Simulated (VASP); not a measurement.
Runs of VASP 6.6.1 on BN. The structure is that of space group P3m1 (No. 156), or close to it. The cells are those of the table. 

```csv
cell,gap on the mesh (eV),pressure (GPa),largest force (eV/Å)
"a = 2.544, b = 2.544, c = 12.873 Å, angles 90.0, 90.0, 60.0°, 12 atoms",5.67,-3.9,1.93
"a = 2.544, b = 2.544, c = 13.623 Å, angles 90.0, 90.0, 60.0°, 12 atoms",(a),-5.6,3.30
"a = 2.544, b = 2.544, c = 13.123 Å, angles 90.0, 90.0, 60.0°, 12 atoms",4.29,-5.6,2.12
"a = 2.544, b = 2.544, c = 12.323 Å, angles 90.0, 90.0, 60.0°, 12 atoms",5.38,18.1,12.68
"a = 2.544, b = 2.544, c = 14.623 Å, angles 90.0, 90.0, 60.0°, 12 atoms",(b),(c),3.99
```

Alike in all rows: task single point; level r2SCAN; potentials or basis VASP PAW PBE potentials, release 64 (B, N); no spin polarisation; k mesh 10 × 10 × 2; cutoff (eV) 520; smearing gaussian 0.05 eV.

**Question.** Estimate the missing entries.

**Answer.** (a) 1.57; (b) none; (c) -3.1.

Caveats: the PAW data sets were made with another functional, which shifts forces and pressure a little; the stress differs along the axes, from -16 to -0 GPa (at least some runs); the stress differs along the axes, from -12 to 0 GPa (at least some runs); the stress differs along the axes, from 3 to 48 GPa (at least some runs); the cell stands under tension (at least some runs); semilocal functionals underestimate gaps, and a narrow one can read as zero (at least some runs).

A k mesh can miss the band edges.
